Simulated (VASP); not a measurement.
**TlCl: single point with PBEsol**

TlCl:

```xyz
2
Lattice="3.5278 0.0000 0.0000 0.0000 3.5278 0.0000 0.0000 0.0000 3.5278" Properties=species:S:1:pos:R:3 pbc="T T T"
Tl    0.0000    0.0000    0.0000
Cl    1.7639    1.7639    1.7639
```

```yaml
Program: VASP 6.6.1
Task: single point
Functional: PBEsol
Potentials_or_basis: VASP PAW PBE potentials, release 64 (Tl_d, Cl)
Cutoff: 500 eV
k_mesh: 6 × 6 × 6
Occupations: gaussian, width 0.01 eV
Spin: no spin polarisation
```

```yaml
Pressure: 9.9 GPa
Band_gap_on_the_k_mesh: 1.11 eV (least direct gap 1.17 eV)
```

Levels at points of the mesh, in eV from the valence-band top:
| k point | band 7 | band 8 | band 9 | band 10 | band 11 | band 12 | band 13 | band 14 |
| --- | --- | --- | --- | --- | --- | --- | --- | --- |
| (0.00, 0.00, 0.00) | -5.39 | -2.97 | -2.97 | -2.97 | 6.79 | 6.79 | 8.65 | 8.65 |
| (0.50, 0.00, 0.00) | -7.44 | -2.19 | -2.19 | 0.00 | 1.17 | 6.18 | 6.18 | 7.31 |
| (0.50, 0.50, 0.00) | -5.17 | -5.17 | -4.13 | -2.22 | 4.90 | 4.90 | 7.95 | 9.40 |
| (0.50, 0.50, 0.50) | -3.47 | -3.47 | -3.47 | -2.09 | 1.11 | 1.11 | 1.11 | 14.08 |

Run time: 22 s on 1 thread of Intel(R) Xeon(R) Platinum 8259CL CPU @ 2.50GHz (Skylake/Cascade Lake) (shared host), peak memory 0.16 GiB.

Caveat: the cell stands under pressure; the PAW data sets were made with another functional, which shifts forces and pressure a little; spin-orbit coupling is left out, which moves the levels of the heavy elements. A k mesh can miss the band edges.
